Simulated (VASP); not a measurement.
Wanted: the native input for a VASP 6.6.1 run.

```yaml
Task: single point
Functional: pbesol exchange, pbe correlation
Potentials_or_basis: VASP PAW PBE potentials, release 64 (Mg)
Cutoff: 600 eV
k_mesh: 11 × 11 × 11
Occupations: tetrahedron
Spin: no spin polarisation
Dipole_correction: no
Further_INCAR_settings: ALGO = Normal; EDIFF = 1e-06; NBANDS = 7
```

The structure of Mg lies in POSCAR:

```
Mg
1.0
   -1.8481508693      1.8481508693      1.6905262251
    1.8481508693     -1.8481508693      1.6905262251
    1.8481508693      1.8481508693     -1.6905262251
Mg
1
Direct
    0.0000000000      0.0000000000      0.0000000000
```

These files were run (other wordings do the same):

INCAR

```
ALGO     = Normal         # electronic algorithm
EDIFF    = 1E-6           # SCF threshold, eV
ENCUT    = 600            # plane-wave cutoff, eV
GGA      = LIBXC          # functional
GGA_COMPAT= F            
ISIF     = 2              # what is computed and relaxed
ISMEAR   = -5             # smearing method
LASPH    = T              # aspherical terms in the spheres
LCHARG   = T              # write CHGCAR
LELF     = T              # ELF
LIBXC1   = GGA_X_PBE_SOL
LIBXC2   = GGA_C_PBE    
LREAL    = F              # projectors in reciprocal space
LVHAR    = T            
LWAVE    = F              # write WAVECAR
NBANDS   = 7              # bands
NELM     = 120            # most SCF steps
PREC     = Accurate       # precision mode
SIGMA    = 0.05           # smearing width, eV
```

KPOINTS

```
k-points
0
Gamma
  11 11 11
```

Potentials or basis: VASP PAW PBE potentials, release 64 (Mg).

Command:

```sh
$ cat potpaw_PBE.64/Mg/POTCAR > POTCAR
$ mpirun -np 1 vasp_std > vasp.out
```

It gave:

```yaml
Pressure: -1.2 GPa
Band_gap_on_the_k_mesh: zero (bands 1 and 2 overlap by 4.27 eV)
```

Caveat: the PAW data sets were made with another functional, which shifts forces and pressure a little; tetrahedron occupations give inexact forces and stress in metals.

It took 12 s on 1 thread of Intel(R) Xeon(R) 6975P-C (Granite Rapids) (shared host), peak memory 0.17 GiB.
